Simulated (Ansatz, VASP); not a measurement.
Two plane-wave programs on Ca

File INCAR:

```
ALGO     = Normal         # electronic algorithm
EDIFF    = 1E-6           # SCF threshold, eV
ENCUT    = 520            # plane-wave cutoff, eV
GGA      = PS             # functional
ISIF     = 2              # what is computed and relaxed
ISMEAR   = -1             # smearing method
LASPH    = True           # aspherical terms in the spheres
LCHARG   = True           # write CHGCAR
LELF     = True           # ELF
LREAL    = False          # projectors in reciprocal space
LVHAR    = True         
LWAVE    = False          # write WAVECAR
NBANDS   = 17             # bands
NELM     = 80             # most SCF steps
PREC     = Accurate       # precision mode
SIGMA    = 0.08           # smearing width, eV
```

KPOINTS

```
k-points
0
Gamma
  11 11 6
```

File POSCAR:

```
Ca
1.0
    3.8520738725      0.0000000000      0.0000000000
   -1.9260369363      3.3359938309      0.0000000000
    0.0000000000      0.0000000000      6.3490241468
Ca
2
Direct
    0.3333333333      0.6666666667      0.2500000000
    0.6666666667      0.3333333333      0.7500000000
```

Input for Ansatz:

```yaml
crystal:
  lattice:
    - [3.8520738725, 0.0, 0.0]
    - [-1.9260369363, 3.3359938309, 0.0]
    - [0.0, 0.0, 6.3490241468]
  atoms:
    - { symbol: Ca, position: [0.3333333333, 0.6666666667, 0.25] }
    - { symbol: Ca, position: [0.6666666667, 0.3333333333, 0.75] }
kpoints:
  mp_grid: { grid: [11, 11, 6] }
  band_path:
    path:
      - [0.0, 0.0, 0.0]
      - [0.5, 0.0, 0.0]
      - [0.3333333333, 0.3333333333, 0.0]
      - [0.0, 0.0, 0.0]
      - [0.0, 0.0, 0.5]
      - [0.5, 0.0, 0.5]
      - [0.3333333333, 0.3333333333, 0.5]
      - [0.0, 0.0, 0.5]
      - [0.5, 0.0, 0.5]
    npoints: 8
scf:
  occupations: { method: fermi_dirac, width: 0.08 }
hamiltonian:
  xc: pbesol
  pseudopotentials: { kind: paw }
output:
  forces: true
  stress: true
  eigenvalues: true
  populations: true
  dos: { projected: true, de: 0.2, e_range: [-14, 8] }
  write_density: true
  write_potential: true
  elf: true
  volumetric_format: npy
```

Change from the starting cell: volume scaled by 1, PAW files.

Alike in both runs: task single point; functional PBEsol; k mesh 11 × 11 × 6; occupations fermi-dirac, width 0.08 eV; no spin polarisation.

|  | VASP | Ansatz |
| --- | --- | --- |
| version | VASP 6.6.1 | Ansatz 0.2.0 |
| potentials or method | VASP PAW PBE potentials, release 64 (Ca_sv) | PAW with Ansatz's default frozen-core files, scalar-relativistic |
| plane-wave cutoff (eV) | 520 | 420 |
| valence electrons in the cell | 20 | 20 |

```csv
,VASP,Ansatz,Ansatz less VASP
pressure (GPa),0.0,0.0,-0.01
```

VASP's potentials were made for PBE, not for PBEsol. The functional is the same, so the differences come from potentials, cutoffs and numerics.
